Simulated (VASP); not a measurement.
# SrO (Fm-3m) in VASP: vibrations by perturbation theory with PBEsol

Aim: the vibrations by perturbation theory of SrO with PBEsol.

Program: VASP 6.6.1. These are calculated values, not measurements. Logs are shortened: lines on timing, memory, paths and dates and some standing lists are left out, and cuts for length are marked.

## Step 1: The cell of the first run

It takes space group Fm-3m (No. 225, cubic). Conventional cell: a = 5.182 Å, b = 5.182 Å, c = 5.182 Å, α = 90.00°, β = 90.00°, γ = 90.00°. Sr (site symmetry m-3m) has 6 O at 2.59 Å within 3.4 Å. Within 3.4 Å of O (site symmetry m-3m) lie 6 Sr at 2.59 Å.

## Step 2: Vibrations by perturbation theory, PBEsol

Contents of INCAR:

```
SYSTEM = SrO
PREC     = Accurate       ! precision mode
ENCUT    = 520            ! plane-wave cutoff, eV
EDIFF    = 1E-8           ! SCF threshold, eV
ISMEAR   = 0              ! smearing method
SIGMA    = 0.01           ! smearing width, eV
LREAL    = .FALSE.        ! projectors in reciprocal space
LASPH    = .TRUE.         ! aspherical terms in the spheres
NELM     = 100            ! most SCF steps
ALGO     = Normal         ! electronic algorithm
ISIF     = 2              ! what is computed and relaxed
LWAVE    = .FALSE.        ! write WAVECAR
LCHARG   = .FALSE.        ! write CHGCAR
GGA      = PS             ! functional
NBANDS   = 15             ! bands
IBRION   = 8              ! ionic algorithm
NSW      = 1              ! ionic steps
LEPSILON = .TRUE.         ! dielectric tensor by DFPT
```

Contents of KPOINTS:

```
regular mesh
0
G
  8 8 8
  0 0 0
```

Contents of POSCAR:

```
SrO
1.0
    0.0000000000      2.5907801490      2.5907801490
    2.5907801490      0.0000000000      2.5907801490
    2.5907801490      2.5907801490      0.0000000000
Sr O
1 1
Direct
    0.0000000000      0.0000000000      0.0000000000
    0.5000000000      0.5000000000      0.5000000000
```

Potentials or basis: VASP PAW PBE potentials, release 64 (Sr_sv, O).

Started as:

```
> cat potpaw_PBE.64/Sr_sv/POTCAR potpaw_PBE.64/O/POTCAR > POTCAR
> mpirun -np 1 vasp_std > vasp.out
```

OUTCAR:

```text
SYSTEM = SrO
   PREC = Accurate
   ENCUT = 520
   EDIFF = 1E-8
   ISMEAR = 0
   LREAL = .FALSE.
   LASPH = .TRUE.
   NELM = 100
   ISIF = 2
   GGA = PS
   IBRION = 8
   NSW = 1
   LEPSILON = .TRUE.

 ion  position               nearest neighbor table
   1  0.000  0.000  0.000-   2 2.59   2 2.59   2 2.59   2 2.59   2 2.59   2 2.59
   2  0.500  0.500  0.500-   1 2.59   1 2.59   1 2.59   1 2.59   1 2.59   1 2.59

  LATTYP: Found a face centered cubic cell.
 ALAT       =     5.1815602980

  Lattice vectors:

 A1 = (   0.0000000000,   2.5907801490,   2.5907801490)
 A2 = (   2.5907801490,   0.0000000000,   2.5907801490)
 A3 = (   2.5907801490,   2.5907801490,   0.0000000000)

Analysis of symmetry for initial positions (statically):
=====================================================================
 Subroutine PRICEL returns:
 Original cell was already a primitive cell.

 Routine SETGRP: Setting up the symmetry group for a
 face centered cubic supercell.

 Subroutine GETGRP returns: Found 48 space group operations
 (whereof 48 operations were pure point group operations)
 out of a pool of 48 trial point group operations.

The static configuration has the point symmetry O_h .

Analysis of symmetry for dynamics (positions and initial velocities):
=====================================================================
 Subroutine PRICEL returns:
 Original cell was already a primitive cell.

 Routine SETGRP: Setting up the symmetry group for a
 face centered cubic supercell.

 Subroutine GETGRP returns: Found 48 space group operations
 (whereof 48 operations were pure point group operations)
 out of a pool of 48 trial point group operations.

The dynamic configuration has the point symmetry O_h .

 Subroutine INISYM returns: Found 48 space group operations
 (whereof 48 operations are pure point group operations),
 and found     1 'primitive' translations

----------------------------------------------------------------------------------------

                                     Primitive cell

  volume of cell :      34.7794

  direct lattice vectors                    reciprocal lattice vectors
     0.000000000  2.590780149  2.590780149    -0.192992061  0.192992061  0.192992061
     2.590780149  0.000000000  2.590780149     0.192992061 -0.192992061  0.192992061
     2.590780149  2.590780149  0.000000000     0.192992061  0.192992061 -0.192992061

  length of vectors
     3.663916424  3.663916424  3.663916424     0.334272055  0.334272055  0.334272055

  position of ions in fractional coordinates (direct lattice)
     0.000000000  0.000000000  0.000000000
     0.500000000  0.500000000  0.500000000

  ion indices of the primitive-cell ions
   primitive index   ion index
                 1           1
                 2           2

----------------------------------------------------------------------------------------

 KPOINTS: regular mesh

Automatic generation of k-mesh.
 Grid dimensions read from file:
 generate k-points for:    8    8    8

[... 581 lines left out ...]
 ------------------------------------------------------

 Free energy of the ion-electron system (eV)
  ---------------------------------------------------
  ---------------------------------------------------
  free energy    TOTEN  =        -0.30160412 eV

  energy without entropy =       -0.30160412

------------------------ aborting loop because EDIFF is reached ----------------------------------------

--------------------------------------- Ionic step        2  -------------------------------------------

------------------------ aborting loop because EDIFF is reached ----------------------------------------

--------------------------------------- Ionic step        3  -------------------------------------------

------------------------ aborting loop because EDIFF is reached ----------------------------------------

 PIEZOELECTRIC TENSOR FIELD DIRECTION 3  (e Angst)
 -----------------------------------------------------------------------------
     0.00002  0.00000 -0.00000           ( -0.00001  0.00000 -0.00000)
     0.00000  0.00002 -0.00000           (  0.00000 -0.00001  0.00000)
    -0.00000  0.00000 -0.00080           ( -0.00000  0.00000 -0.00001)

 PIEZOELECTRIC TENSOR FIELD DIRECTION 3  (C/m^2)
 -----------------------------------------------------------------------------
     0.00001  0.00000 -0.00000
     0.00000  0.00001 -0.00000
    -0.00000  0.00000 -0.00037

--------------------------------------- Ionic step        4  -------------------------------------------

------------------------ aborting loop because EDIFF is reached ----------------------------------------

[... ionic steps 5 to 6 ...]

--------------------------------------- Ionic step        7  -------------------------------------------

 Free energy of the ion-electron system (eV)
  ---------------------------------------------------
  ---------------------------------------------------
  free energy    TOTEN  =        -0.36348109 eV

  energy without entropy =       -0.36348109

------------------------ aborting loop because EDIFF is reached ----------------------------------------

 INTERNAL STRAIN TENSOR  FOR ION    2  DIRECTION 1   (eV/Angst):
 -----------------------------------------------------------------------------
     0.00066  0.00000  0.00000
     0.00000 -0.00321 -0.00000
     0.00000 -0.00000 -0.00321

 MACROSCOPIC STATIC DIELECTRIC TENSOR (including local field effects in DFT)
 ------------------------------------------------------
           3.876155    -0.000000    -0.000000
          -0.000000     3.876155    -0.000000
           0.000000     0.000000     3.876155
 ------------------------------------------------------

 PIEZOELECTRIC TENSOR (including local field effects)  for field in x, y, z        (e  Angst)
          XX          YY          ZZ          XY          YZ          ZX
  --------------------------------------------------------------------------------
  x     0.00000     0.00000     0.00000     0.00000     0.00000     0.00000
  y     0.00000     0.00000     0.00000     0.00000     0.00000     0.00000
  z     0.00000     0.00000     0.00000     0.00000     0.00000     0.00000

 PIEZOELECTRIC TENSOR (including local field effects)  for field in x, y, z        (C/m^2)
          XX          YY          ZZ          XY          YZ          ZX
  --------------------------------------------------------------------------------
  x     0.00000     0.00000     0.00000     0.00000     0.00000     0.00000
  y     0.00000     0.00000     0.00000     0.00000     0.00000     0.00000
  z     0.00000     0.00000     0.00000     0.00000     0.00000     0.00000

 BORN EFFECTIVE CHARGES (including local field effects) (in |e|, cummulative output)
 ---------------------------------------------------------------------------------
 ion    1
    1     2.44372    -0.00000    -0.00000
    2    -0.00000     2.44372    -0.00000
    3     0.00000     0.00000     2.44372
 ion    2
    1    -2.44372     0.00000     0.00000
    2     0.00000    -2.44372     0.00000
    3    -0.00000    -0.00000    -2.44372

 INTERNAL STRAIN TENSOR FOR ION    2 for displacements in x,y,z  (eV/Angst):
          X           Y           Z          XY          YZ          ZX
  --------------------------------------------------------------------------------
  x     0.00000     0.00000     0.00000     0.00000     0.00000     0.00000
  y     0.00000     0.00000     0.00000     0.00000     0.00000     0.00000
  z     0.00000     0.00000     0.00000     0.00000     0.00000     0.00000

 SECOND DERIVATIVES (NOT SYMMETRIZED)
 ------------------------------------
               1X          1Y          1Z          2X          2Y          2Z
  1X    -1.781486    0.000000    0.000000    1.781486    0.000000    0.000000
  1Y     0.000000   -1.781486    0.000000    0.000000    1.781486    0.000000
  1Z     0.000000    0.000000   -1.781486    0.000000    0.000000    1.781486
  2X     1.779483    0.000000    0.000000   -1.779483    0.000000    0.000000
  2Y     0.000000    1.779483    0.000000    0.000000   -1.779483    0.000000
  2Z     0.000000    0.000000    1.779483    0.000000    0.000000   -1.779483

 Eigenvectors and eigenvalues of the dynamical matrix
 ----------------------------------------------------

   1 f  =    5.670163 THz    35.626683 2PiTHz  189.136267 cm-1    23.449898 meV
             X         Y         Z           dx          dy          dz
      0.000000  0.000000  0.000000     0.000000    0.393138    0.000000
      2.590780  2.590780  2.590780     0.000000   -0.919480    0.000000
[... 21 lines left out ...]
   6 f/i=    0.001153 THz     0.007244 2PiTHz    0.038459 cm-1     0.004768 meV
             X         Y         Z           dx          dy          dz
      0.000000  0.000000  0.000000     0.000000   -0.919480    0.000000
      2.590780  2.590780  2.590780     0.000000   -0.393138    0.000000

--------------------------------------------------------------------------------------------------------

 MACROSCOPIC STATIC DIELECTRIC TENSOR IONIC CONTRIBUTION
 ------------------------------------------------------
          17.450546     0.000000     0.000000
           0.000000    17.450546    -0.000000
           0.000000    -0.000000    17.450546
 ------------------------------------------------------

 ELASTIC MODULI CONTR FROM IONIC RELAXATION (kBar)
 Direction    XX          YY          ZZ          XY          YZ          ZX
 --------------------------------------------------------------------------------
 XX           0.0000      0.0000      0.0000      0.0000      0.0000      0.0000
 YY           0.0000      0.0000      0.0000      0.0000      0.0000      0.0000
 ZZ           0.0000      0.0000      0.0000      0.0000      0.0000      0.0000
 XY           0.0000      0.0000      0.0000      0.0000      0.0000      0.0000
 YZ           0.0000      0.0000      0.0000      0.0000      0.0000      0.0000
 ZX           0.0000      0.0000      0.0000      0.0000      0.0000      0.0000
 --------------------------------------------------------------------------------

 PIEZOELECTRIC TENSOR IONIC CONTR  for field in x, y, z        (C/m^2)
          XX          YY          ZZ          XY          YZ          ZX
  --------------------------------------------------------------------------------
  x     0.00000     0.00000     0.00000     0.00000     0.00000     0.00000
  y     0.00000     0.00000     0.00000     0.00000     0.00000     0.00000
  z     0.00000     0.00000     0.00000     0.00000     0.00000     0.00000
```

Run time: 6 min. Hardware: 1 thread of Intel Xeon 6975P-C, shared host; peak memory 0.24 GiB.

Results:

```
Electronic dielectric tensor (diagonal)                 : 3.88
Born charges (mean of the diagonal)                     : Sr +2.44; O -2.44 e
Highest phonon frequency at Γ, LO-TO splitting left out : 189 cm⁻¹
```

Phonon frequencies in cm⁻¹ (negative: imaginary):
```
              q point        frequencies
(0.000, 0.000, 0.000)  0 0 0 189 189 189
```

Electronic dielectric tensor:
```
3.88 0.00 0.00
0.00 3.88 0.00
0.00 0.00 3.88
```

Born effective charge tensors (e):
atom 1, Sr
```
2.44 0.00 0.00
0.00 2.44 0.00
0.00 0.00 2.44
```
atom 2, O
```
-2.44  0.00  0.00
 0.00 -2.44  0.00
 0.00  0.00 -2.44
```

Caveat: the cell wasn't relaxed at this level first, which shifts response properties.
